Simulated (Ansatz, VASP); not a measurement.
## One calculation of Ni, two programs

Contents of POSCAR:

```
Ni
1.0
    0.0000000000      1.7753500000      1.7753500000
    1.7753500000      0.0000000000      1.7753500000
    1.7753500000      1.7753500000      0.0000000000
Ni
1
Direct
    0.0000000000      0.0000000000      0.0000000000
```

File INCAR.step1:

```
SYSTEM = Ni
PREC = Accurate
ENCUT = 520
ISMEAR = 0
SIGMA = 0.1
LREAL = .False.
LASPH = .True.
NELM = 150
ISPIN = 2
MAGMOM = 2
LMAXMIX = 4
NBANDS = 15
GGA = PE
ALGO = Normal
EDIFF = 1E-4
LWAVE = .True.
LCHARG = .False.
```

The input INCAR.step2:

```
SYSTEM = Ni
PREC = Accurate
ENCUT = 520
EDIFF = 1E-6
ISMEAR = 0
SIGMA = 0.1
LREAL = .False.
LASPH = .True.
NELM = 150
ALGO = Normal
ISIF = 2
LWAVE = .False.
LCHARG = .False.
ISPIN = 2
MAGMOM = 2
LORBIT = 11
LMAXMIX = 4
METAGGA = R2SCAN
LMIXTAU = .True.
NBANDS = 15
ISTART = 1
```

The input KPOINTS:

```
Automatic mesh
0
Gamma
  12 12 12
  0 0 0
```

Input for Ansatz:

```yaml
crystal:
  lattice:
    - [0.0, 1.77535, 1.77535]
    - [1.77535, 0.0, 1.77535]
    - [1.77535, 1.77535, 0.0]
  atoms:
    - { symbol: Ni, position: [0.0, 0.0, 0.0], spin: 2.0 }
magnetization:
  spin_polarized: true
hamiltonian:
  xc: r2scan
  pseudopotentials: { kind: paw }
basis:
  ecutwfc: 500
kpoints:
  mp_grid: { grid: [12, 12, 12] }
scf:
  occupations: { method: gaussian, width: 0.1 }
  lower_state_search: "off"
output:
  forces: true
  stress: true
  write_density: true
  write_potential: true
  elf: true
  volumetric_format: npy
```

Alike in both runs: task single point; functional r2SCAN; k mesh 12 × 12 × 12; occupations gaussian, width 0.1 eV; collinear spin.

|  | VASP | Ansatz |
| --- | --- | --- |
| version | VASP 6.6.1 | Ansatz 0.2.0 |
| potentials or method | VASP PAW PBE potentials, release 64 (Ni), cutoff 520 eV | PAW, plane waves, scalar-relativistic |
| valence electrons in the cell | 10 | 18 |

|  | VASP | Ansatz | Ansatz less VASP |
| --- | --- | --- | --- |
| pressure (GPa) | -11.3 | -11.8 | -0.48 |
| net moment per atom (μB) | 0.73 | 0.75 | +0.013 |
| size of the moment on the site where the two differ most (μB) | 0.77 | 0.82 | +0.058 |

VASP's potentials were made for PBE, not for r2SCAN. Site moments also hang on the region over which each program counts them. VASP's potentials hold 10 valence electrons a cell and Ansatz's 18, so a difference there can come from the potentials and not from the codes. Ansatz's warnings: stability check not made.
